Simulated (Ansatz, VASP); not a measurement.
# GaIr: VASP beside Ansatz

```
Ga Ir
1.0
     3.01398    0.00000    0.00000
     0.00000    3.01398    0.00000
     0.00000    0.00000    3.01398
Ga Ir
1 1
Direct
  0.00000 0.00000 0.00000
  0.50000 0.50000 0.50000
```

Change from the starting cell: volume scaled by 1.01, crystal datasets.

Alike in both runs: task electric field gradients; functional PBEsol; k mesh 12 × 12 × 12; occupations fermi-dirac, width 0.05 eV; no spin polarisation.

|  | VASP | Ansatz |
| --- | --- | --- |
| version | VASP 6.6.1 | Ansatz 0.2.0 |
| potentials or method | VASP PAW PBE potentials, release 64 (Ga_d, Ir), cutoff 520 eV | all-electron PAW with datasets made for the crystal, scalar-relativistic |

```csv
,VASP,Ansatz,Ansatz less VASP
pressure (GPa),2.0,1.5,-0.52
```

VASP's potentials were made for PBE, not for PBEsol. Ansatz ran all-electron here, and VASP with PAW potentials.

Spin-orbit coupling is off throughout.
